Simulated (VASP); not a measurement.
# BaTiO3 (Pmm2) in VASP: a series of runs

Runs on BaTiO3. Level: PBE. Tasks: single point.

Everything below comes from runs of VASP 6.6.1. Logs are shortened: lines on timing, memory, paths and dates and some standing lists are left out, and cuts for length are marked.

## Step 1: The cell of the first run

It takes space group Pmm2 (No. 25, orthorhombic). The conventional cell has a = 3.926 Å, b = 3.972 Å, c = 4.112 Å, α = 90.00°, β = 90.00°, γ = 90.00°. Within 3.7 Å of Ba (site symmetry mm2) lie 12 O at 2.78 to 2.93 Å and 8 Ti at 3.42 to 3.51 Å. Ti (site symmetry mm2) has 6 O at 1.82 to 2.29 Å within 2.4 Å. O (site symmetry mm2) has 2 Ti at 1.82 to 2.29 Å within 2.4 Å. O (site symmetry mm2) has 2 Ti at 1.99 Å within 2.6 Å. Within 2.6 Å of O (site symmetry mm2) lie 2 Ti at 1.97 Å.

## Step 2: Single point, PBE (uniaxial x strain -1.2%)

Input file INCAR:

```
ALGO = Normal
EDIFF = 1E-6
ENCUT = 910
GGA = PE
GGA_COMPAT = False
ISIF = 2
ISMEAR = -1
LASPH = True
LCHARG = False
LREAL = False
LWAVE = False
NBANDS = 28
NELM = 120
PREC = Accurate
SIGMA = 0.02
```

Input file KPOINTS:

```
k-points
0
Gamma
  6 6 6
```

Input file POSCAR:

```
BaTiO3
1.0
    3.9258885792      0.0000000000      0.0000000000
    0.0000000000      3.9723652526      0.0000000000
    0.0000000000      0.0000000000      4.1122285626
Ba Ti O
1 1 3
Direct
    0.0000000000      0.0000000000     -0.0042501670
    0.5000000000      0.5000000000      0.4776046287
    0.5000000000      0.5000000000      0.0339020936
    0.5000000000      0.0000000000      0.5163359384
    0.0000000000      0.5000000000      0.5194075063
```

Potentials or basis: VASP PAW PBE potentials, release 64 (Ba_sv, Ti_sv, O_h).

Launch:

```
$ cat potpaw_PBE.64/Ba_sv/POTCAR potpaw_PBE.64/Ti_sv/POTCAR potpaw_PBE.64/O_h/POTCAR > POTCAR
$ mpirun -np 1 vasp_std > vasp.out
```

OUTCAR:

```text
EDIFF = 1E-6
   ENCUT = 910
   GGA = PE
   ISIF = 2
   ISMEAR = -1
   LASPH = True
   LREAL = False
   NELM = 120
   PREC = Accurate

 ion  position               nearest neighbor table
   1  0.000  0.000  0.996-   4 2.78   4 2.78   5 2.79   5 2.79   3 2.80   3 2.80   3 2.80   3 2.80
                             4 2.90   4 2.90   5 2.93   5 2.93   2 3.42   2 3.42   2 3.42   2 3.42
   2  0.500  0.500  0.478-   3 1.82   5 1.97   5 1.97   4 1.99   4 1.99   1 3.42   1 3.42   1 3.42
                             1 3.42   1 3.51   1 3.51   1 3.51   1 3.51
   3  0.500  0.500  0.034-   2 1.82   1 2.80   1 2.80   1 2.80   1 2.80
   4  0.500  0.000  0.516-   2 1.99   2 1.99   1 2.78   1 2.78   1 2.90   1 2.90
   5  0.000  0.500  0.519-   2 1.97   2 1.97   1 2.79   1 2.79   1 2.93   1 2.93

  LATTYP: Found a simple orthorhombic cell.
 ALAT       =     3.9258885792
 B/A-ratio  =     1.0118385106
 C/A-ratio  =     1.0474644096

  Lattice vectors:

 A1 = (   3.9258885792,   0.0000000000,   0.0000000000)
 A2 = (   0.0000000000,   3.9723652526,   0.0000000000)
 A3 = (   0.0000000000,   0.0000000000,   4.1122285626)

Analysis of symmetry for initial positions (statically):
=====================================================================
 Subroutine PRICEL returns:
 Original cell was already a primitive cell.

 Routine SETGRP: Setting up the symmetry group for a
 simple orthorhombic supercell.

 Subroutine GETGRP returns: Found  4 space group operations
 (whereof  4 operations were pure point group operations)
 out of a pool of  8 trial point group operations.

The static configuration has the point symmetry C_2v.

Analysis of symmetry for dynamics (positions and initial velocities):
=====================================================================
 Subroutine PRICEL returns:
 Original cell was already a primitive cell.

 Routine SETGRP: Setting up the symmetry group for a
 simple orthorhombic supercell.

 Subroutine GETGRP returns: Found  4 space group operations
 (whereof  4 operations were pure point group operations)
 out of a pool of  8 trial point group operations.

The dynamic configuration has the point symmetry C_2v.

 Subroutine INISYM returns: Found  4 space group operations
 (whereof  4 operations are pure point group operations),
 and found     1 'primitive' translations

----------------------------------------------------------------------------------------

                                     Primitive cell

  volume of cell :      64.1305

  direct lattice vectors                    reciprocal lattice vectors
     3.925888579  0.000000000  0.000000000     0.254719404  0.000000000  0.000000000
     0.000000000  3.972365253  0.000000000     0.000000000  0.251739187  0.000000000
     0.000000000  0.000000000  4.112228563     0.000000000  0.000000000  0.243177145

  length of vectors
     3.925888579  3.972365253  4.112228563     0.254719404  0.251739187  0.243177145

  position of ions in fractional coordinates (direct lattice)
     0.000000000  0.000000000  0.995749833
     0.500000000  0.500000000  0.477604629
     0.500000000  0.500000000  0.033902094
     0.500000000  0.000000000  0.516335938
     0.000000000  0.500000000  0.519407506

  ion indices of the primitive-cell ions
   primitive index   ion index
                 1           1
                 2           2
                 3           3
                 4           4
                 5           5

----------------------------------------------------------------------------------------

 KPOINTS: k-points

Automatic generation of k-mesh.
 Grid dimensions read from file:
 generate k-points for:    6    6    6

 Generating k-lattice:

  Cartesian coordinates                     Fractional coordinates (reciprocal lattice)
     0.042453234  0.000000000  0.000000000     0.166666667  0.000000000  0.000000000
     0.000000000  0.041956531  0.000000000     0.000000000  0.166666667  0.000000000
     0.000000000  0.000000000  0.040529524     0.000000000  0.000000000  0.166666667

  Length of vectors
     0.042453234  0.041956531  0.040529524

  Shift w.r.t. Gamma in fractional coordinates (k-lattice)
     0.000000000  0.000000000  0.000000000

 Subroutine IBZKPT returns following result:
 ===========================================

 Found     64 irreducible k-points:

 Following reciprocal coordinates:
            Coordinates               Weight
  0.000000  0.000000  0.000000      1.000000
  0.166667  0.000000  0.000000      2.000000
  0.333333  0.000000  0.000000      2.000000
  0.500000  0.000000  0.000000      1.000000
  0.000000  0.166667  0.000000      2.000000
  0.166667  0.166667  0.000000      4.000000
[... 16 lines left out ...]
  0.333333  0.166667  0.166667      8.000000
  0.500000  0.166667  0.166667      4.000000
 [... further k-points ...]
   k-points           NKPTS =     64   k-points in BZ     NKDIM =     64   number of bands    NBANDS=     28
   number of dos      NEDOS =    301   number of ions     NIONS =      5
   total plane-waves  NPLWV =  64000
   dimension x,y,z NGX =    40 NGY =   40 NGZ =   40
   dimension x,y,z NGXF=    80 NGYF=   80 NGZF=   80
   ions per type =               1   1   3
   NGX,Y,Z   is equivalent  to a cutoff of  16.94, 16.74, 16.17 a.u.
   NGXF,Y,Z  is equivalent  to a cutoff of  33.88, 33.48, 32.34 a.u.
 SYSTEM =  unknown system
   PREC   = accura    normal or accurate (medium, high low for compatibility)
   ISTART =      0    job   : 0-new  1-cont  2-samecut
   ICHARG =      2    charge: 1-file 2-atom 10-const
   ISPIN  =      1    spin polarized calculation?
   LNONCOLLINEAR =      F non collinear calculations
   LSORBIT =      F    spin-orbit coupling
   LASPH  =      T    aspherical Exc in radial PAW
   ENCUT  =  910.0 eV  66.88 Ry    8.18 a.u.   9.66  9.77 10.11*2*pi/ulx,y,z
   NELM   =    120;   NELMIN=  2; NELMDL= -5     # of ELM steps
   EDIFF  = 0.1E-05   stopping-criterion for ELM
   LREAL  =      F    real-space projection
   EDIFFG = 0.1E-04   stopping-criterion for IOM
   NSW    =      0    number of steps for IOM
   IBRION =     -1    ionic relax: 0-MD 1-quasi-New 2-CG
   NFREE  =      0    steps in history (QN), initial steepest desc. (CG)
   ISIF   =      2    stress and relaxation
   ISYM   =      2    0-nonsym 1-usesym 2-fastsym
   POTIM  = 0.5000    time-step for ionic-motion
   TEBEG  =    0.0;   TEEND  =   0.0 temperature during run
   PSTRESS=    0.0 pullay stress
   NELECT =      40.0000    total number of electrons
   NUPDOWN=      -1.0000    fix difference up-down
   EMIN   =  10.00;   EMAX   =-10.00  energy-range for DOS
   EFERMI =   0.00;   METHOD = LEGACY
   ISMEAR =    -1;   SIGMA  =   0.02  broadening in eV -4-tet -1-fermi 0-gaus
   EFERMI_NEDOS =   21; number of points for ismear=-14 and -15
   IALGO  =     38    algorithm
   IMIX   =      4    mixing-type and parameters
     AMIX     =   0.40;   BMIX     =  1.00
     AMIX_MAG =   1.60;   BMIX_MAG =  1.00
  volume/ion in A,a.u.               =      12.83        86.55
  Fermi-wavevector in a.u.,A,eV,Ry     =   1.398750  2.643254 26.619811  1.956501
  Thomas-Fermi vector in A             =   2.521877
   LORBIT       =      0    0 simple, 1 ext, 2 COOP (PROOUT), +10 PAW based schemes
   GGA     = PE    functional components
   LHFCALC =     F    Hartree Fock is set to
   AEXX    =    0.0000 exact exchange contribution
   IVDW    =     0    specifies the selected vdW correction
   LEPSILON=     F    determine dielectric tensor
   LRPA    =     F    only Hartree local field effects (RPA)
 non-spin polarized calculation
  energy-cutoff  :      910.00
  volume of cell :       64.13
 maximum number of plane-waves:      4044
 NGX is ok and might be reduce to    40
   NGX = 19   NGY = 19   NGZ = 21

 number of electron      40.0000008 magnetization

 Free energy of the ion-electron system (eV)
  ---------------------------------------------------
  ext. energy  EPLUGINS =         0.00000000
  ---------------------------------------------------
  free energy    TOTEN  =       -40.00379097 eV

  energy without entropy =      -40.00379097  energy(sigma->0) =      -40.00379097

 E-fermi :   4.8052     XC(G=0): -11.2446

 val. band max:        4.3537865220   @ k =   0.5000   0.5000   0.5000
 cond. band min:       6.1870475173   @ k =   0.0000   0.0000   0.0000
 fundamental gap:      1.8332609953
 Fermi energy:         4.8051939998

 k-point     1 :       0.0000    0.0000    0.0000
  band No.  band energies     occupation
      1     -52.1810      2.00000
      2     -28.4987      2.00000
      3     -28.4014      2.00000
      4     -28.3949      2.00000
      5     -20.6680      2.00000
      6     -12.7015      2.00000
[... 20 lines left out ...]
     27       9.4683      0.00000
     28      11.5193      0.00000

 k-point     2 :       0.1667    0.0000    0.0000
  band No.  band energies     occupation
      1     -52.1806      2.00000
      2     -28.4980      2.00000
      3     -28.4181      2.00000
      4     -28.3942      2.00000
      5     -20.6346      2.00000
      6     -12.7066      2.00000
[... 20 lines left out ...]
     27      10.0021      0.00000
     28      12.1971      0.00000

 k-point     3 :       0.3333    0.0000    0.0000
  band No.  band energies     occupation
      1     -52.1799      2.00000
      2     -28.4966      2.00000
      3     -28.4513      2.00000
      4     -28.3929      2.00000
      5     -20.5663      2.00000
      6     -12.8256      2.00000
[... 20 lines left out ...]
     27      11.1617      0.00000
     28      12.4236      0.00000

 k-point     4 :       0.5000    0.0000    0.0000
  band No.  band energies     occupation
      1     -52.1796      2.00000
      2     -28.4959      2.00000
      3     -28.4678      2.00000
      4     -28.3923      2.00000
      5     -20.5313      2.00000
      6     -12.9132      2.00000
[... 578 lines left out ...]
     27      10.7603      0.00000
     28      12.2799      0.00000

 k-point    23 :       0.3333    0.1667    0.1667
  band No.  band energies     occupation
      1     -52.1795      2.00000
      2     -28.5055      2.00000
      3     -28.4499      2.00000
      4     -28.4067      2.00000
      5     -20.5280      2.00000
      6     -12.6405      2.00000
[... 20 lines left out ...]
     27      11.7040      0.00000
     28      12.6716      0.00000

 k-point    24 :       0.5000    0.1667    0.1667
  band No.  band energies     occupation
      1     -52.1791      2.00000
      2     -28.5047      2.00000
      3     -28.4662      2.00000
      4     -28.4060      2.00000
      5     -20.4981      2.00000
      6     -12.6777      2.00000
[... 20 lines left out ...]
     27      12.2564      0.00000
     28      12.9813      0.00000

 [... further k-points ...]
[... 5 lines left out ...]
  --------------------------------------------------------------------------------------
  -------------------------------------------------------------------------------------
  Total        3.3008973      2.3923028      2.3050635      0.0000000      0.0000000      0.0000000
  in kB       82.4666220     59.7671227     57.5876154      0.0000000      0.0000000      0.0000000
  external PRESSURE =      66.6071200 kB  Pullay stress =       0.0000000 kB

 VOLUME and BASIS-vectors are now :
 -----------------------------------------------------------------------------
  energy-cutoff  :      910.00
  volume of cell :       64.13
      direct lattice vectors                 reciprocal lattice vectors
     3.925888579  0.000000000  0.000000000     0.254719404  0.000000000  0.000000000
     0.000000000  3.972365253  0.000000000     0.000000000  0.251739187  0.000000000
     0.000000000  0.000000000  4.112228563     0.000000000  0.000000000  0.243177145

 POSITION                                       TOTAL-FORCE (eV/Angst)
 -----------------------------------------------------------------------------------
      0.00000      0.00000      4.09475         0.000000      0.000000      0.022869
      1.96294      1.98618      1.96402         0.000000      0.000000      0.086791
      1.96294      1.98618      0.13941         0.000000      0.000000     -0.161466
      1.96294      0.00000      2.12329         0.000000      0.000000      0.024274
      0.00000      1.98618      2.13592         0.000000      0.000000      0.027532
 -----------------------------------------------------------------------------------
    total drift:                                0.000000      0.000000     -0.000553

  FREE ENERGIE OF THE ION-ELECTRON SYSTEM (eV)
  ---------------------------------------------------
  free  energy   TOTEN  =       -40.0037909710 eV

  energy  without entropy=      -40.0037909710  energy(sigma->0) =      -40.00379097
```

Wall time 3.8 min (1 thread of Intel Xeon Platinum 8259CL at 2.50GHz (Skylake/Cascade Lake), shared host); peak memory 0.43 GiB.

What came out:

```yaml
Free_energy: -40.0038 eV
Pressure: 6.7 GPa
Largest_force: 0.161 eV/Å
Band_gap_on_the_k_mesh: 1.83 eV (least direct gap 2.32 eV)
```

Forces in eV/Å, atoms in the order of the input:
```
Ba   0.000  0.000  0.023
Ti   0.000  0.000  0.087
O    0.000  0.000 -0.161
O    0.000  0.000  0.024
O    0.000  0.000  0.028
```

Levels at points of the mesh, in eV from the valence-band top:
```tsv
k point	band 18	band 19	band 20	band 21	band 22	band 23
(0.00, 0.00, 0.00)	-0.71	-0.50	-0.49	1.83	2.29	2.37
(0.50, 0.00, 0.00)	-1.80	-1.36	-1.17	2.41	3.63	3.71
(0.00, 0.50, 0.00)	-1.72	-1.41	-1.17	2.47	3.54	3.62
(0.50, 0.50, 0.00)	-1.08	-1.08	-0.07	3.65	3.74	4.07
(0.00, 0.00, 0.50)	-2.05	-0.74	-0.73	1.97	3.53	3.56
(0.50, 0.00, 0.50)	-1.06	-1.00	-0.42	3.55	3.67	3.93
(0.00, 0.50, 0.50)	-1.15	-1.09	-0.44	3.58	3.58	3.87
(0.50, 0.50, 0.50)	-0.35	-0.34	0.00	4.14	4.18	4.27
```

Caveat: the cell differs from its parent crystal (uniaxial x strain -1.2%); the cutoff is under 1.25 times the usual one of these potentials, so pressure, stress and relaxed cells hold a basis-set (Pulay) error; the cell stands under pressure; spin-orbit coupling is left out, which moves the levels of the heavy elements.

## Step 3: Single point, PBE (uniaxial y strain -2.7%)

Input file INCAR:

```
  ALGO = Normal
  EDIFF = 1E-6
  ENCUT = 910
  GGA = PE
  GGA_COMPAT = F
  ISIF = 2
  ISMEAR = -1
  LASPH = T
  LCHARG = F
  LREAL = F
  LWAVE = F
  NBANDS = 28
  NELM = 120
  PREC = Accurate
  SIGMA = 0.02
```

KPOINTS is that of step 2.

Input file POSCAR:

```
BaTiO3
1.0
    3.9723652526      0.0000000000      0.0000000000
    0.0000000000      3.8635224447      0.0000000000
    0.0000000000      0.0000000000      4.1122285626
Ba Ti O
1 1 3
Direct
    0.0000000000      0.0000000000     -0.0042443875
    0.5000000000      0.5000000000      0.4775007454
    0.5000000000      0.5000000000      0.0330780829
    0.5000000000      0.0000000000      0.5223765580
    0.0000000000      0.5000000000      0.5142890013
```

Potentials or basis: VASP PAW PBE potentials, release 64 (Ba_sv, Ti_sv, O_h).

Launch:

```
$ cat potpaw_PBE.64/Ba_sv/POTCAR potpaw_PBE.64/Ti_sv/POTCAR potpaw_PBE.64/O_h/POTCAR > POTCAR
$ mpirun -np 1 vasp_std > vasp.out
```

OUTCAR:

```text
EDIFF = 1E-6
   ENCUT = 910
   GGA = PE
   ISIF = 2
   ISMEAR = -1
   LASPH = T
   LREAL = F
   NELM = 120
   PREC = Accurate

 ion  position               nearest neighbor table
   1  0.000  0.000  0.996-   5 2.77   5 2.77   3 2.77   3 2.77   3 2.77   3 2.77   4 2.78   4 2.78
                             5 2.88   5 2.88   4 2.94   4 2.94   2 3.41   2 3.41   2 3.41   2 3.41
   2  0.500  0.500  0.478-   3 1.83   4 1.94   4 1.94   5 1.99   5 1.99   1 3.41   1 3.41   1 3.41
                             1 3.41   1 3.50   1 3.50   1 3.50   1 3.50
   3  0.500  0.500  0.033-   2 1.83   1 2.77   1 2.77   1 2.77   1 2.77
   4  0.500  0.000  0.522-   2 1.94   2 1.94   1 2.78   1 2.78   1 2.94   1 2.94
   5  0.000  0.500  0.514-   2 1.99   2 1.99   1 2.77   1 2.77   1 2.88   1 2.88

  LATTYP: Found a simple orthorhombic cell.
 ALAT       =     3.8635224447
 B/A-ratio  =     1.0281719103
 C/A-ratio  =     1.0643728932

  Lattice vectors:

 A1 = (   0.0000000000,  -3.8635224447,   0.0000000000)
 A2 = (   3.9723652526,   0.0000000000,   0.0000000000)
 A3 = (   0.0000000000,   0.0000000000,   4.1122285626)

Analysis of symmetry for initial positions (statically):
=====================================================================
[... 174 lines left out ...]
  free energy    TOTEN  =       -39.93203715 eV

  energy without entropy =      -39.93203715  energy(sigma->0) =      -39.93203715

 E-fermi :   5.1030     XC(G=0): -11.3294

 val. band max:        4.4972217973   @ k =   0.5000   0.5000   0.5000
 cond. band min:       6.3573172520   @ k =   0.0000   0.0000   0.0000
 fundamental gap:      1.8600954546
 Fermi energy:         5.1029881472

 k-point     1 :       0.0000    0.0000    0.0000
  band No.  band energies     occupation
      1     -51.9880      2.00000
      2     -28.3084      2.00000
      3     -28.2272      2.00000
      4     -28.2078      2.00000
      5     -20.5033      2.00000
      6     -12.6274      2.00000
[... 733 lines left out ...]
     27      12.4746      0.00000
     28      13.0754      0.00000

 [... further k-points ...]
[... 5 lines left out ...]
  --------------------------------------------------------------------------------------
  -------------------------------------------------------------------------------------
  Total        3.1882217      5.4470609      2.9600220      0.0000000      0.0000000      0.0000000
  in kB       80.9373967    138.2811408     75.1442352      0.0000000      0.0000000      0.0000000
  external PRESSURE =      98.1209242 kB  Pullay stress =       0.0000000 kB

 VOLUME and BASIS-vectors are now :
 -----------------------------------------------------------------------------
  energy-cutoff  :      910.00
  volume of cell :       63.11
      direct lattice vectors                 reciprocal lattice vectors
     3.972365253  0.000000000  0.000000000     0.251739187  0.000000000  0.000000000
     0.000000000  3.863522445  0.000000000     0.000000000  0.258831161  0.000000000
     0.000000000  0.000000000  4.112228563     0.000000000  0.000000000  0.243177145

 POSITION                                       TOTAL-FORCE (eV/Angst)
 -----------------------------------------------------------------------------------
      0.00000      0.00000      4.09477         0.000000      0.000000      0.024306
      1.98618      1.93176      1.96359         0.000000      0.000000      0.074634
      1.98618      1.93176      0.13602         0.000000      0.000000     -0.153790
      1.98618      0.00000      2.14813         0.000000      0.000000      0.032229
      0.00000      1.93176      2.11487         0.000000      0.000000      0.022621
 -----------------------------------------------------------------------------------
    total drift:                                0.000000      0.000000     -0.000741

  FREE ENERGIE OF THE ION-ELECTRON SYSTEM (eV)
  ---------------------------------------------------
  free  energy   TOTEN  =       -39.9320371483 eV

  energy  without entropy=      -39.9320371483  energy(sigma->0) =      -39.93203715
```

stdout:

```text
POSCAR found type information on POSCAR BaTiO
 POSCAR found :  3 types and       5 ions
 scaLAPACK will be used
 LDA part: xc-table for (Slater+PW92), standard interpolation
 POSCAR, INCAR and KPOINTS ok, starting setup
 FFT: planning ... GRIDC
 FFT: planning ... GRID_SOFT
 FFT: planning ... GRID
 WAVECAR not read
 entering main loop
```

Wall time 2.7 min (1 thread of Intel Xeon 6975P-C (Granite Rapids), shared host); peak memory 0.42 GiB.

What came out:

```
Free energy            : -39.9320 eV
Pressure               : 9.8 GPa
Largest force          : 0.154 eV/Å
Band gap on the k mesh : 1.86 eV (least direct gap 2.35 eV)
```

Forces on the atoms (eV/Å):
```
Ba   0.000  0.000  0.024
Ti   0.000  0.000  0.075
O    0.000  0.000 -0.154
O    0.000  0.000  0.032
O    0.000  0.000  0.023
```

Caveat: the cell differs from its parent crystal (uniaxial y strain -2.7%); the cutoff is under 1.25 times the usual one of these potentials, so pressure, stress and relaxed cells hold a basis-set (Pulay) error; the cell stands under pressure; spin-orbit coupling is left out, which moves the levels of the heavy elements. A k mesh can miss the band edges.
